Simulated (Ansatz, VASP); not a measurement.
**PbSe: VASP beside Ansatz**

Contents of INCAR:

```
ALGO = Normal
EDIFF = 1E-6
ENCUT = 520
GGA = PE
ISIF = 2
ISMEAR = 0
IVDW = 12
LASPH = T
LCHARG = F
LREAL = F
LWAVE = F
NBANDS = 17
NELM = 80
PREC = Accurate
SIGMA = 0.03
```

Contents of KPOINTS:

```
k-points
0
Gamma
  10 10 10
```

POSCAR

```
PbSe
1.0
    0.0000000000      3.1791915895      3.1286424432
    3.1791915895      0.0000000000      3.1286424432
    3.1791915895      3.1791915895      0.0000000000
Pb Se
1 1
Direct
    0.0000000000      0.0000000000      0.0000000000
    0.5000000000      0.5000000000      0.5000000000
```

Input for Ansatz:

```yaml
crystal:
  lattice:
    - [0.0, 3.1791915895, 3.1286424432]
    - [3.1791915895, 0.0, 3.1286424432]
    - [3.1791915895, 3.1791915895, 0.0]
  atoms:
    - { symbol: Pb, position: [0.0, 0.0, 0.0] }
    - { symbol: Se, position: [0.5, 0.5, 0.5] }
basis:
  ecutwfc: 420
kpoints:
  mp_grid: { grid: [10, 10, 10] }
hamiltonian:
  xc: pbe
  dispersion: d3bj
scf:
  occupations: { method: gaussian, width: 0.03 }
output:
  forces: true
  stress: true
  eigenvalues: true
```

Alike in both runs: task single point; functional PBE; dispersion D3(BJ); k mesh 10 × 10 × 10; occupations gaussian, width 0.03 eV; no spin polarisation.

|  | VASP | Ansatz |
| --- | --- | --- |
| version | VASP 6.6.1 | Ansatz 0.2.0 |
| potentials or method | VASP PAW PBE potentials, release 64 (Pb_d, Se), cutoff 520 eV | scalar-relativistic, plane waves, PAW |
| valence electrons in the cell | 20 | 30 |

VASP gave:

- gap on the k mesh at the Fermi level (eV): 0.57
- least direct gap on the mesh (eV): 0.57
- pressure (GPa): -2.6
- traceless stress, the component that is largest in VASP (GPa): 0.88

Q: Which values does Ansatz return?

A: gap on the k mesh at the Fermi level (eV): 0.56; least direct gap on the mesh (eV): 0.56; pressure (GPa): -2.6; traceless stress, the component that is largest in VASP (GPa): 0.88.

VASP's potentials hold 20 valence electrons a cell and Ansatz's 30, so a difference there can come from the potentials and not from the codes. Ansatz's warnings: dispersion switch in reach.

Spin-orbit coupling is off throughout.
